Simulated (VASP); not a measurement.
Wanted: the native input for a VASP 6.6.1 run.

```yaml
Task: single point
Functional: PBE
Potentials_or_basis: VASP PAW PBE potentials, release 64 (Ti_sv, O)
Cutoff: 520 eV
k_mesh: 10 × 10 × 10
Occupations: gaussian, width 0.05 eV
Spin: no spin polarisation
Dipole_correction: no
Further_INCAR_settings: ALGO = Normal; EDIFF = 1e-06; NBANDS = 33
```

The structure of TiO2 lies in POSCAR:

```
TiO2
1.0
   -1.9281054382      1.9281054382      4.7029949528
    1.9281054382     -1.9281054382      4.7029949528
    1.9281054382      1.9281054382     -4.7029949528
Ti O
2 4
Direct
    0.0000000000      0.0000000000      0.0000000000
    0.7500000000      0.2500000000      0.5000000000
    0.2065067269      0.2065067269      0.0000000000
    0.9565067269      0.4565067269      0.5000000000
    0.5434932731      0.0434932731      0.5000000000
    0.7934932731      0.7934932731      0.0000000000
```

These files were run (other wordings do the same):

INCAR

```
SYSTEM = TiO2
PREC = Accurate
ENCUT = 520
EDIFF = 1E-6
ISMEAR = 0
SIGMA = 0.05
LREAL = .FALSE.
LASPH = .TRUE.
NELM = 80
ALGO = Normal
ISIF = 2
LWAVE = .FALSE.
LCHARG = .FALSE.
GGA = PE
NBANDS = 33
```

KPOINTS

```
regular mesh
0
G
  10 10 10
  0 0 0
```

Potentials or basis: VASP PAW PBE potentials, release 64 (Ti_sv, O).

Launch:

```sh
$ cat potpaw_PBE.64/Ti_sv/POTCAR potpaw_PBE.64/O/POTCAR > POTCAR
$ mpirun -np 1 vasp_std > vasp.out
```

Results of the run:

```yaml
Pressure: 1.8 GPa
Largest_force: 0.614 eV/Å
Band_gap_on_the_k_mesh: 2.09 eV, indirect (least direct gap 2.36 eV)
```

Wall time 10 min on 1 thread of Intel Xeon 8259CL, with other jobs on the host, peak memory 0.36 GiB.
